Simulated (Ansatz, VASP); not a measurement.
**Two plane-wave programs on Si2Ni**

```xyz
3
Lattice="0.0000 2.7030 2.7030 2.7030 0.0000 2.7030 2.7030 2.7030 0.0000" Properties=species:S:1:pos:R:3 pbc="T T T"
Ni    0.0000    0.0000    0.0000
Si    4.0545    4.0545    4.0545
Si    1.3515    1.3515    1.3515
```

Alike in both runs: functional revPBE; k mesh 9 × 9 × 9; occupations fermi-dirac, width 0.05 eV; collinear spin.

|  | VASP | Ansatz |
| --- | --- | --- |
| version | VASP 6.6.1 | Ansatz 0.2.0 |
| potentials or method | VASP PAW PBE potentials, release 64 (Ni, Si) | Ansatz PAW |
| plane-wave cutoff (eV) | 520 | 420 |
| valence electrons in the cell | 18 | 26 |
| task | single point | band structure |

Ansatz gave:

| Item | Value |
| --- | --- |
| gap on the k mesh at the Fermi level (eV) | none |
| pressure (GPa) | 5.8 |
| net moment per atom (μB) | 0.00 |

Question: What did VASP give for the same quantities?

Answer: gap on the k mesh at the Fermi level (eV): none; pressure (GPa): 5.5; net moment per atom (μB): 0.00.

VASP's potentials were made for PBE, not for revPBE. A gap of «none» marks a metal or a gap that the smearing closes. VASP's potentials hold 18 valence electrons a cell and Ansatz's 26, so a difference there can come from the potentials and not from the codes.
